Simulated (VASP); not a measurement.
Wanted: the native input for a VASP 6.6.1 run.

```
Task                   : single point
Functional             : PBE
Potentials or basis    : VASP PAW PBE potentials, release 64 (Cd)
Cutoff                 : 520 eV
k mesh                 : 12 × 12 × 6
Occupations            : gaussian, width 0.15 eV
Spin                   : no spin polarisation
Dipole correction      : no
Further INCAR settings : ALGO = Normal; EDIFF = 1e-06; NBANDS = 19
```

The structure of Cd lies in POSCAR:

```
Cd
1.0
    3.0614506307      0.0141079653     -0.0181758814
   -1.5185074590      2.6035264133      0.0333079014
   -0.0351336289      0.0540592895      5.8754687803
Cd
2
Direct
    0.3338025659      0.6659400713      0.2525470084
    0.6661974341      0.3340599287      0.7474529916
```

This cell differs from its parent crystal: atoms moved at random and the cell strained at random.

The input as run:

INCAR

```
  PREC = Accurate
  ENCUT = 520
  EDIFF = 1E-6
  ISMEAR = 0
  SIGMA = 0.15
  LREAL = False
  LASPH = True
  NELM = 100
  ALGO = Normal
  ISIF = 2
  LWAVE = False
  LCHARG = False
  GGA = PE
  NBANDS = 19
```

KPOINTS

```
regular mesh
0
Gamma
  12 12 6
```

Potentials or basis: VASP PAW PBE potentials, release 64 (Cd).

Run with:

```console
$ cat potpaw_PBE.64/Cd/POTCAR > POTCAR
$ mpirun -np 1 vasp_std > vasp.out
```

It gave:

```json
{
 "Pressure": "-0.6 GPa",
 "Largest force": "0.042 eV/Å",
 "Band gap on the k mesh": "zero (band 12 reaches 3.56 eV, above the bottom of band 13 at -0.34 eV)"
}
```

Caveat: the cell differs from its parent crystal (atoms moved at random and the cell strained at random).

It took 90 s on 1 thread of Intel(R) Xeon(R) Platinum 8559C (Emerald Rapids), on a shared host, peak memory 0.42 GiB.
